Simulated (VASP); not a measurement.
# Co (P6_3/mmc) in VASP: a series of runs

Runs on Co. Level: PBEsol. Tasks: single point.

All numbers are computed with VASP 6.6.1; they aren't measurements. Logs are shortened: lines on timing, memory, paths and dates and some standing lists are left out, and cuts for length are marked.

### Step 1. The cell of the first run

The structure is hexagonal, space group P6_3/mmc (No. 194). The conventional cell has a = 2.465 Å, b = 2.465 Å, c = 4.001 Å, α = 90.00°, β = 90.00°, γ = 120.00°. Co (site symmetry -6m2) has 12 Co at 2.46 Å within 3.2 Å.

### Step 2. Single point, PBEsol, collinear spin, ferromagnetic start

Contents of INCAR:

```
PREC = Accurate ; ENCUT = 520
EDIFF = 1E-6 ; ISMEAR = -1
SIGMA = 0.1 ; LREAL = False
LASPH = True ; NELM = 150
ALGO = Normal ; ISIF = 2
LWAVE = False ; LCHARG = True
ISPIN = 2 ; MAGMOM = 3.2 3.2
LORBIT = 11 ; LMAXMIX = 4
GGA = PS ; LELF = True
LVHAR = True ; NBANDS = 20
```

Contents of KPOINTS:

```
regular mesh
0
Gamma
  13 13 7
```

Contents of POSCAR:

```
Co
1.0
    2.4648934833      0.0000000000      0.0000000000
   -1.2324467416      2.1346583122      0.0000000000
    0.0000000000      0.0000000000      4.0009053153
Co
2
Direct
    0.3333333333      0.6666666667      0.2500000000
    0.6666666667      0.3333333333      0.7500000000
```

Potentials or basis: VASP PAW PBE potentials, release 64 (Co).

Launch:

```sh
$ cat potpaw_PBE.64/Co/POTCAR > POTCAR
$ mpirun -np 1 vasp_std > vasp.out
```

OUTCAR:

```text
PREC = Accurate
   ENCUT = 520
   EDIFF = 1E-6
   ISMEAR = -1
   LREAL = False
   LASPH = True
   NELM = 150
   ISIF = 2
   ISPIN = 2
   LORBIT = 11
   GGA = PS

 ion  position               nearest neighbor table
   1  0.333  0.667  0.250-   2 2.46   2 2.46   2 2.46   2 2.46   2 2.46   2 2.46
   2  0.667  0.333  0.750-   1 2.46   1 2.46   1 2.46   1 2.46   1 2.46   1 2.46

  LATTYP: Found a hexagonal cell.
 ALAT       =     2.4648934833
 C/A-ratio  =     1.6231554598

  Lattice vectors:

 A1 = (   2.4648934833,   0.0000000000,   0.0000000000)
 A2 = (  -1.2324467416,   2.1346583122,   0.0000000000)
 A3 = (   0.0000000000,   0.0000000000,   4.0009053153)

Analysis of symmetry for initial positions (statically):
=====================================================================
 Subroutine PRICEL returns:
 Original cell was already a primitive cell.

 Routine SETGRP: Setting up the symmetry group for a
 hexagonal supercell.

 Subroutine GETGRP returns: Found 24 space group operations
 (whereof 12 operations were pure point group operations)
 out of a pool of 24 trial point group operations.

The static configuration has the point symmetry D_3d.
 The point group associated with its full space group is D_6h.

Analysis of symmetry for dynamics (positions and initial velocities):
=====================================================================
 Subroutine PRICEL returns:
 Original cell was already a primitive cell.

 Routine SETGRP: Setting up the symmetry group for a
 hexagonal supercell.

 Subroutine GETGRP returns: Found 24 space group operations
 (whereof 12 operations were pure point group operations)
 out of a pool of 24 trial point group operations.

The dynamic configuration has the point symmetry D_3d.
 The point group associated with its full space group is D_6h.

Analysis of structural, dynamic, and magnetic symmetry:
=====================================================================
 Subroutine PRICEL returns:
 Original cell was already a primitive cell.

 Routine SETGRP: Setting up the symmetry group for a
 hexagonal supercell.

 Subroutine GETGRP returns: Found 24 space group operations
 (whereof 12 operations were pure point group operations)
 out of a pool of 24 trial point group operations.

The overall configuration has the point symmetry D_3d.
 The point group associated with its full space group is D_6h.

 Subroutine INISYM returns: Found 24 space group operations
 (whereof 12 operations are pure point group operations),
 and found     1 'primitive' translations

----------------------------------------------------------------------------------------

                                     Primitive cell

  volume of cell :      21.0516

  direct lattice vectors                    reciprocal lattice vectors
     2.464893483  0.000000000  0.000000000     0.405697044  0.234229524  0.000000000
    -1.232446742  2.134658312  0.000000000     0.000000000  0.468459048  0.000000000
     0.000000000  0.000000000  4.000905315     0.000000000  0.000000000  0.249943431

  length of vectors
     2.464893483  2.464891698  4.000905315     0.468458708  0.468459048  0.249943431

  position of ions in fractional coordinates (direct lattice)
     0.333333333  0.666666667  0.250000000
     0.666666667  0.333333333  0.750000000

  ion indices of the primitive-cell ions
   primitive index   ion index
                 1           1
                 2           2

----------------------------------------------------------------------------------------

 KPOINTS: regular mesh

Automatic generation of k-mesh.
 Grid dimensions read from file:
 generate k-points for:   13   13    7

 Generating k-lattice:

  Cartesian coordinates                     Fractional coordinates (reciprocal lattice)
     0.031207465  0.018017656  0.000000000     0.076923077  0.000000000  0.000000000
     0.000000000  0.036035311  0.000000000     0.000000000  0.076923077  0.000000000
     0.000000000  0.000000000  0.035706204     0.000000000  0.000000000  0.142857143

  Length of vectors
     0.036035285  0.036035311  0.035706204

  Shift w.r.t. Gamma in fractional coordinates (k-lattice)
     0.000000000  0.000000000  0.000000000

 Subroutine IBZKPT returns following result:
 ===========================================

 Found     84 irreducible k-points:

 Following reciprocal coordinates:
            Coordinates               Weight
  0.000000  0.000000  0.000000      1.000000
  0.076923 -0.000000  0.000000      6.000000
  0.153846 -0.000000  0.000000      6.000000
  0.230769 -0.000000  0.000000      6.000000
  0.307692 -0.000000  0.000000      6.000000
  0.384615  0.000000  0.000000      6.000000
[... 16 lines left out ...]
  0.076923 -0.000000  0.142857     12.000000
  0.153846 -0.000000  0.142857     12.000000
 [... further k-points ...]
   k-points           NKPTS =     84   k-points in BZ     NKDIM =     84   number of bands    NBANDS=     20
   number of dos      NEDOS =    301   number of ions     NIONS =      2
   total plane-waves  NPLWV =   9720
   dimension x,y,z NGX =    18 NGY =   18 NGZ =   30
   dimension x,y,z NGXF=    36 NGYF=   36 NGZF=   60
   ions per type =               2
   NGX,Y,Z   is equivalent  to a cutoff of  12.14, 12.14, 12.47 a.u.
   NGXF,Y,Z  is equivalent  to a cutoff of  24.28, 24.28, 24.93 a.u.
 SYSTEM =  unknown system
   PREC   = accura    normal or accurate (medium, high low for compatibility)
   ISTART =      0    job   : 0-new  1-cont  2-samecut
   ICHARG =      2    charge: 1-file 2-atom 10-const
   ISPIN  =      2    spin polarized calculation?
   LNONCOLLINEAR =      F non collinear calculations
   LSORBIT =      F    spin-orbit coupling
   LASPH  =      T    aspherical Exc in radial PAW
   ENCUT  =  520.0 eV  38.22 Ry    6.18 a.u.   4.58  4.58  7.44*2*pi/ulx,y,z
   NELM   =    150;   NELMIN=  2; NELMDL= -5     # of ELM steps
   EDIFF  = 0.1E-05   stopping-criterion for ELM
   LREAL  =      F    real-space projection
   EDIFFG = 0.1E-04   stopping-criterion for IOM
   NSW    =      0    number of steps for IOM
   IBRION =     -1    ionic relax: 0-MD 1-quasi-New 2-CG
   NFREE  =      0    steps in history (QN), initial steepest desc. (CG)
   ISIF   =      2    stress and relaxation
   ISYM   =      2    0-nonsym 1-usesym 2-fastsym
   POTIM  = 0.5000    time-step for ionic-motion
   TEBEG  =    0.0;   TEEND  =   0.0 temperature during run
   PSTRESS=    0.0 pullay stress
   NELECT =      18.0000    total number of electrons
   NUPDOWN=      -1.0000    fix difference up-down
   EMIN   =  10.00;   EMAX   =-10.00  energy-range for DOS
   EFERMI =   0.00;   METHOD = LEGACY
   ISMEAR =    -1;   SIGMA  =   0.10  broadening in eV -4-tet -1-fermi 0-gaus
   EFERMI_NEDOS =   21; number of points for ismear=-14 and -15
   IALGO  =     38    algorithm
   IMIX   =      4    mixing-type and parameters
     AMIX     =   0.40;   BMIX     =  1.00
     AMIX_MAG =   1.60;   BMIX_MAG =  1.00
  volume/ion in A,a.u.               =      10.53        71.03
  Fermi-wavevector in a.u.,A,eV,Ry     =   1.553832  2.936317 32.849824  2.414394
  Thomas-Fermi vector in A             =   2.658006
   LORBIT       =     11    0 simple, 1 ext, 2 COOP (PROOUT), +10 PAW based schemes
   GGA     = PS    functional components
   LHFCALC =     F    Hartree Fock is set to
   AEXX    =    0.0000 exact exchange contribution
   IVDW    =     0    specifies the selected vdW correction
   LEPSILON=     F    determine dielectric tensor
   LRPA    =     F    only Hartree local field effects (RPA)
 spin polarized calculation
  energy-cutoff  :      520.00
  volume of cell :       21.05
 maximum number of plane-waves:       580
   NGX =  9   NGY =  9   NGZ = 15

 number of electron      17.9999981 magnetization       3.1557457

 Free energy of the ion-electron system (eV)
  ---------------------------------------------------
  ext. energy  EPLUGINS =         0.00000000
  ---------------------------------------------------
  free energy    TOTEN  =       -15.49861549 eV

  energy without entropy =      -15.43858112  energy(sigma->0) =      -15.46859831

 E-fermi :  10.4981     XC(G=0): -13.7591

 val. band max:       10.4936811733   @ k =   0.3077  -0.0000   0.4286
 cond. band min:      10.5020233572   @ k =   0.4615   0.0769   0.2857
 fundamental gap:      0.0083421840
 Fermi energy:        10.4980526988

 spin component 1

 k-point     1 :       0.0000    0.0000    0.0000
  band No.  band energies     occupation
      1       1.3529      1.00000
      2       5.2155      1.00000
      3       7.8553      1.00000
      4       7.8998      1.00000
      5       7.8998      1.00000
      6       8.2261      1.00000
[... 12 lines left out ...]
     19      36.9423      0.00000
     20      36.9424      0.00000

 k-point     2 :       0.0769   -0.0000    0.0000
  band No.  band energies     occupation
      1       1.5659      1.00000
      2       5.3462      1.00000
      3       7.6649      1.00000
      4       8.0020      1.00000
      5       8.0588      1.00000
      6       8.1796      1.00000
[... 12 lines left out ...]
     19      38.4776      0.00000
     20      39.1176      0.00000

 k-point     3 :       0.1538   -0.0000    0.0000
  band No.  band energies     occupation
      1       2.1851      1.00000
      2       5.6811      1.00000
      3       7.4032      1.00000
      4       7.7891      1.00000
      5       8.0123      1.00000
      6       8.2933      1.00000
[... 12 lines left out ...]
     19      37.4959      0.00000
     20      39.7745      0.00000

 k-point     4 :       0.2308   -0.0000    0.0000
  band No.  band energies     occupation
      1       3.1386      1.00000
      2       6.0066      1.00000
      3       7.0577      1.00000
      4       7.2031      1.00000
      5       7.8921      1.00000
      6       8.1778      1.00000
[... 429 lines left out ...]
 k-point    23 :       0.0769   -0.0000    0.1429
  band No.  band energies     occupation
      1       1.7725      1.00000
      2       5.3089      1.00000
      3       7.6603      1.00000
      4       7.9251      1.00000
      5       7.9384      1.00000
      6       8.0544      1.00000
[... 12 lines left out ...]
     19      38.2293      0.00000
     20      39.0329      0.00000

 k-point    24 :       0.1538   -0.0000    0.1429
  band No.  band energies     occupation
      1       2.3815      1.00000
      2       5.6727      1.00000
      3       7.4250      1.00000
      4       7.5513      1.00000
      5       7.9259      1.00000
      6       8.1527      1.00000
[... 12 lines left out ...]
     19      37.7035      0.00000
     20      38.7163      0.00000

 [... further k-points ...]

 spin component 2

 k-point     1 :       0.0000    0.0000    0.0000
  band No.  band energies     occupation
      1       1.4168      1.00000
      2       6.1487      1.00000
      3       9.4334      0.99998
      4       9.4852      0.99996
      5       9.4852      0.99996
      6       9.8634      0.99825
[... 12 lines left out ...]
     19      37.2857      0.00000
     20      37.2858      0.00000

 k-point     2 :       0.0769   -0.0000    0.0000
  band No.  band energies     occupation
      1       1.6306      1.00000
      2       6.2956      1.00000
      3       9.2092      1.00000
      4       9.5968      0.99988
      5       9.6626      0.99976
      6       9.6960      0.99967
[... 12 lines left out ...]
     19      38.4416      0.00000
     20      39.4591      0.00000

 k-point     3 :       0.1538   -0.0000    0.0000
  band No.  band energies     occupation
      1       2.2551      1.00000
      2       6.6828      1.00000
      3       8.8540      1.00000
      4       8.8830      1.00000
      5       9.5924      0.99988
      6       9.9163      0.99703
[... 12 lines left out ...]
     19      37.6113      0.00000
     20      40.1737      0.00000

 k-point     4 :       0.2308   -0.0000    0.0000
  band No.  band energies     occupation
      1       3.2329      1.00000
      2       7.1101      1.00000
      3       8.1571      1.00000
      4       8.5720      1.00000
      5       9.4184      0.99998
      6       9.8288      0.99876
[... 429 lines left out ...]
 k-point    23 :       0.0769   -0.0000    0.1429
  band No.  band energies     occupation
      1       1.8384      1.00000
      2       6.1568      1.00000
      3       9.2036      1.00000
      4       9.3062      0.99999
      5       9.5138      0.99995
      6       9.5316      0.99994
[... 12 lines left out ...]
     19      38.3914      0.00000
     20      39.3272      0.00000

 k-point    24 :       0.1538   -0.0000    0.1429
  band No.  band energies     occupation
      1       2.4544      1.00000
      2       6.5735      1.00000
      3       8.6146      1.00000
      4       8.9099      1.00000
      5       9.5096      0.99995
      6       9.7759      0.99927
[... 12 lines left out ...]
     19      37.9016      0.00000
     20      38.9977      0.00000

 [... further k-points ...]
[... 5 lines left out ...]
  --------------------------------------------------------------------------------------
  -------------------------------------------------------------------------------------
  Total       -0.4959787     -0.4959777     -0.6622135     -0.0000000      0.0000000      0.0000000
  in kB      -37.7475537    -37.7474807    -50.3992226     -0.0000000      0.0000000      0.0000000
  external PRESSURE =     -41.9647523 kB  Pullay stress =       0.0000000 kB

 VOLUME and BASIS-vectors are now :
 -----------------------------------------------------------------------------
  energy-cutoff  :      520.00
  volume of cell :       21.05
      direct lattice vectors                 reciprocal lattice vectors
     2.464893483  0.000000000  0.000000000     0.405697044  0.234229524  0.000000000
    -1.232446742  2.134658312  0.000000000     0.000000000  0.468459048  0.000000000
     0.000000000  0.000000000  4.000905315     0.000000000  0.000000000  0.249943431

 POSITION                                       TOTAL-FORCE (eV/Angst)
 -----------------------------------------------------------------------------------
     -0.00000      1.42311      1.00023         0.000000     -0.000000      0.000000
      1.23245      0.71155      3.00068        -0.000000      0.000000      0.000000
 -----------------------------------------------------------------------------------
    total drift:                                0.000000     -0.000000     -0.000000

  FREE ENERGIE OF THE ION-ELECTRON SYSTEM (eV)
  ---------------------------------------------------
  free  energy   TOTEN  =       -15.4986154899 eV

  energy  without entropy=      -15.4385811212  energy(sigma->0) =      -15.46859831

 total charge

# of ion       s       p       d       tot
------------------------------------------
    1        0.502   0.552   7.278   8.332
    2        0.502   0.552   7.278   8.332
--------------------------------------------------
tot          1.004   1.103  14.557  16.664

 magnetization (x)

# of ion       s       p       d       tot
------------------------------------------
    1       -0.015  -0.052   1.654   1.587
    2       -0.015  -0.052   1.654   1.587
--------------------------------------------------
tot         -0.030  -0.103   3.308   3.175
```

Wall time 31 s (1 thread of Intel Xeon 6975P-C (Granite Rapids), shared host); peak memory 0.16 GiB.

Results:

- Free energy: -15.4986 eV
- Pressure: -4.2 GPa
- Net moment: 3.16 μB per cell
- Site moments: Co +1.59 μB
- Valence electrons inside the program's atomic spheres: Co 8.33

Caveat: the PAW data sets were made with another functional, which shifts forces and pressure a little.

(Part 1 of 2 ends here.)
